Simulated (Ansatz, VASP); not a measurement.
AlN: VASP beside Ansatz

INCAR

```
PREC = Accurate ; ENCUT = 520
EDIFF = 1E-6 ; ISMEAR = -1
SIGMA = 0.01 ; LREAL = False
LASPH = True ; NELM = 100
ALGO = Normal ; ISIF = 2
LWAVE = False ; LCHARG = True
GGA = CA ; LELF = True
LVHAR = True ; NBANDS = 11
```

Contents of KPOINTS:

```
regular mesh
0
Gamma
  12 12 12
```

Contents of POSCAR:

```
AlN
1.0
    0.0000000000      1.9780000000      1.9582200000
    1.9780000000      0.0000000000      1.9582200000
    1.9780000000      1.9780000000      0.0000000000
Al N
1 1
Direct
    0.0000000000      0.0000000000      0.0000000000
    0.5000000000      0.5000000000      0.5000000000
```

Input for Ansatz:

```yaml
crystal:
  lattice:
    - [0.0, 1.978, 1.95822]
    - [1.978, 0.0, 1.95822]
    - [1.978, 1.978, 0.0]
  atoms:
    - { symbol: Al, position: [0.0, 0.0, 0.0] }
    - { symbol: "N", position: [0.5, 0.5, 0.5] }
kpoints:
  mp_grid: { grid: [12, 12, 12] }
  band_path:
    path:
      - [0.0, 0.0, 0.0]
      - [0.0, 0.5, 0.5]
      - [0.25, 0.75, 0.5]
      - [0.0, 0.5, 0.0]
      - [0.0, 0.0, 0.0]
      - [0.5, 0.5, 0.0]
      - [0.3775380063, 0.6224619937, 0.0]
      - [-0.3775380063, 0.3775380063, 0.0]
      - [0.0, 0.0, 0.0]
    npoints: 5
scf:
  occupations: { method: fermi_dirac, width: 0.01 }
hamiltonian:
  xc: lda
  pseudopotentials: { kind: all_electron, lapw: { basis_error: 0.0005 } }
output:
  forces: true
  stress: true
  eigenvalues: true
```

Change from the starting cell: zz strain of -1 %.

Alike in both runs: task single point; functional LDA; k mesh 12 × 12 × 12; occupations fermi-dirac, width 0.01 eV; no spin polarisation.

|  | VASP | Ansatz |
| --- | --- | --- |
| version | VASP 6.6.1 | Ansatz 0.2.0 |
| potentials or method | VASP PAW LDA potentials, release 64 (Al, N), cutoff 520 eV | all-electron LAPW, scalar-relativistic |

VASP gave:

| Property | Result |
| --- | --- |
| gap on the k mesh at the Fermi level (eV) | 4.96 |
| pressure (GPa) | 16.7 |
| traceless stress, the component that is largest in VASP (GPa) | 2.87 |

What did Ansatz give for the same quantities?

gap on the k mesh at the Fermi level (eV): 4.98; pressure (GPa): 15.8; traceless stress, the component that is largest in VASP (GPa): 2.81.

LDA's correlation is that of Perdew and Zunger in VASP and of Perdew and Wang (1992) in Ansatz. Ansatz ran all-electron here, and VASP with PAW potentials.
